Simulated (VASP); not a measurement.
Runs of VASP 6.6.1 on MoS2. The typed cell holds 6 atoms: a = 3.173 Å, b = 3.173 Å, c = 12.435 Å, α = 90.00°, β = 90.00°, γ = 120.00°. 

```tsv
level	potentials or basis	k mesh	smearing	gap on the mesh (eV)	pressure (GPa)	largest force (eV/Å)
PBE	VASP PAW PBE potentials, release 64 (Mo_sv, S)	8 × 8 × 1	gaussian 0.01 eV	1.04	(b)	0.08
LDA	VASP PAW LDA potentials, release 64 (Mo_sv, S)	6 × 6 × 2	gaussian 0.01 eV	(a)	-5.1	0.30
PBE	VASP PAW PBE potentials, release 64 (Mo_sv, S)	6 × 6 × 2	gaussian 0.2 eV	0.95	2.3	0.10
PBE	VASP PAW PBE potentials, release 64 (Mo_sv, S)	6 × 6 × 2	gaussian 0.01 eV	0.95	2.3	0.10
```

Alike in all rows: task single point; no spin polarisation; cell as given; cutoff (eV) 520.

Q: Fill in the values left out.

A: (a) 0.87; (b) 2.4.

Caveats: some runs use coarse meshes.

A k mesh can miss the band edges, and the runs leave out spin-orbit coupling on Mo.
